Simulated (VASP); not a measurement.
Write the native input for VASP 6.6.1 that does the following.

* Task: single point
* Functional: PBE
* Potentials or basis: VASP PAW PBE potentials, release 64 (Al, B, As)
* Cutoff: 520 eV
* k mesh: 6 × 6 × 2
* Occupations: gaussian, width 0.1 eV
* Spin: no spin polarisation
* Dipole correction: no
* Further INCAR settings: ALGO = Normal; EDIFF = 1e-07; NBANDS = 26

The structure of AlB3As4 lies in POSCAR:

```
AlB3As4
1.0
    3.6207177200      0.0000000000      0.0000000000
    0.0000000000      3.6207177200      0.0000000000
    0.0000000000      0.0000000000     10.2409362200
Al B As
1 3 4
Direct
    0.5000000000      0.5000000000      0.5000000000
    0.0000000000      0.0000000000      0.7500000000
    0.5000000000      0.5000000000      0.0000000000
    0.0000000000      0.0000000000      0.2500000000
    0.5000000000      0.0000000000      0.8750000000
    0.0000000000      0.5000000000      0.1250000000
    0.5000000000      0.0000000000      0.3750000000
    0.0000000000      0.5000000000      0.6250000000
```

One way to write it, as run:

INCAR

```
SYSTEM = AlB3As4
ALGO = Normal
EDIFF = 1E-7
ENCUT = 520
GGA = PE
ISIF = 2
ISMEAR = 0
LASPH = .TRUE.
LCHARG = .FALSE.
LREAL = .FALSE.
LWAVE = .FALSE.
NBANDS = 26
NELM = 100
PREC = Accurate
SIGMA = 0.1
```

KPOINTS

```
k-points
0
G
  6 6 2
  0 0 0
```

Potentials or basis: VASP PAW PBE potentials, release 64 (Al, B, As).

Run with:

```sh
$ cat potpaw_PBE.64/Al/POTCAR potpaw_PBE.64/B/POTCAR potpaw_PBE.64/As/POTCAR > POTCAR
$ mpirun -np 1 vasp_std > vasp.out
```

Results of the run:

| Property | Result |
| --- | --- |
| Pressure | -0.1 GPa |
| Largest force | 4.400 eV/Å |
| Band gap on the k mesh | 1.00 eV (least direct gap 1.35 eV) |

Caveat: forces of over 1 eV/Å act on the atoms, so gaps and moduli don't describe the material at rest.

It took 120 s on 1 thread of Intel(R) Xeon(R) Platinum 8259CL CPU @ 2.50GHz (Skylake/Cascade Lake) (shared host), peak memory 0.26 GiB.
